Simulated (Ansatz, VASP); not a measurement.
Hg in VASP and in Ansatz

Contents of INCAR:

```
  PREC = Accurate
  ENCUT = 600
  EDIFF = 1E-6
  ISMEAR = -1
  SIGMA = 0.05
  LREAL = False
  LASPH = True
  NELM = 80
  ALGO = Normal
  ISIF = 3
  LWAVE = False
  LCHARG = False
  GGA = PE
  IBRION = 2
  NSW = 45
  EDIFFG = -0.005
```

Contents of KPOINTS:

```
regular mesh
0
Gamma
  14 14 8
```

File POSCAR:

```
Hg
1.0
    3.5976076671      0.0000000000      0.0000000000
   -1.7988038335      3.1156196325      0.0000000000
    0.0000000000      0.0000000000      5.5830455631
Hg
2
Direct
    0.3333333333      0.6666666667      0.2500000000
    0.6666666667      0.3333333333      0.7500000000
```

Input for Ansatz:

```yaml
crystal:
  lattice:
    - [3.5976076671, 0.0, 0.0]
    - [-1.7988038335, 3.1156196325, 0.0]
    - [0.0, 0.0, 5.5830455631]
  atoms:
    - { symbol: Hg, position: [0.3333333333, 0.6666666667, 0.25] }
    - { symbol: Hg, position: [0.6666666667, 0.3333333333, 0.75] }
kpoints:
  mp_grid: { grid: [14, 14, 8] }
scf:
  occupations: { method: fermi_dirac, width: 0.05 }
hamiltonian:
  xc: pbe
  pseudopotentials: { kind: all_electron, lapw: { basis_error: 0.0005 } }
output:
  forces: true
  stress: true
  eigenvalues: true
  populations: true
relax:
  f_tol: 0.005
  max_steps: 25
  cell: {}
```

Alike in both runs: task relaxation of cell and atoms; functional PBE; k mesh 14 × 14 × 8; occupations fermi-dirac, width 0.05 eV; no spin polarisation.

|  | VASP | Ansatz |
| --- | --- | --- |
| version | VASP 6.6.1 | Ansatz 0.2.0 |
| potentials or method | VASP PAW PBE potentials, release 64 (Hg), cutoff 600 eV | all-electron LAPW, scalar-relativistic |

```tsv
	VASP	Ansatz	Ansatz less VASP
relaxed volume (Å³/atom)	31.71	31.29	-0.418
relaxed cell length with the largest relative difference (Å)	5.613	5.583	-0.0302
```

Ansatz ran all-electron here, and VASP with PAW potentials.

Spin-orbit coupling is off throughout.
